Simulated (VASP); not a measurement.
## GaN: single point with r2SCAN

The system is GaN.

```
Ga N
1.0
     0.00000    2.27120    2.27120
     2.27120    0.00000    2.27120
     2.27120    2.27120    0.00000
Ga N
1 1
Direct
  0.00000 0.00000 0.00000
  0.75000 0.75000 0.75000
```

This cell differs from its parent crystal: volume scaled by 1.03.

```yaml
Program: VASP 6.6.1
Task: single point
Functional: r2SCAN
Potentials_or_basis: VASP PAW PBE potentials, release 64 (Ga_d, N)
Cutoff: 520 eV
k_mesh: 10 × 10 × 10
Occupations: gaussian, width 0.02 eV
Spin: no spin polarisation
Dipole_correction: no
Further_INCAR_settings: ALGO = Normal; EDIFF = 1e-07; NBANDS = 16
```

- Pressure: -4.4 GPa
- Band gap on the k mesh: 1.96 eV, direct

Levels at points of the mesh, in eV from the valence-band top:
```csv
k point,band 5,band 6,band 7,band 8,band 9,band 10,band 11,band 12,band 13,band 14
"(0.00, 0.00, 0.00)",-13.49,-13.49,0.00,0.00,0.00,1.96,10.85,10.85,10.85,18.22
"(0.50, 0.00, 0.00)",-13.45,-12.37,-7.00,-0.97,-0.97,5.00,9.32,10.87,10.87,16.29
"(0.50, 0.50, 0.00)",-13.42,-11.98,-6.12,-2.70,-2.70,3.76,7.09,12.40,14.68,14.68
```

Wall time 52 s on 1 thread of Intel(R) Xeon(R) Platinum 8488C (Sapphire Rapids), on a shared host, peak memory 0.15 GiB.

Caveat: the PAW data sets were made with another functional, which shifts forces and pressure a little.
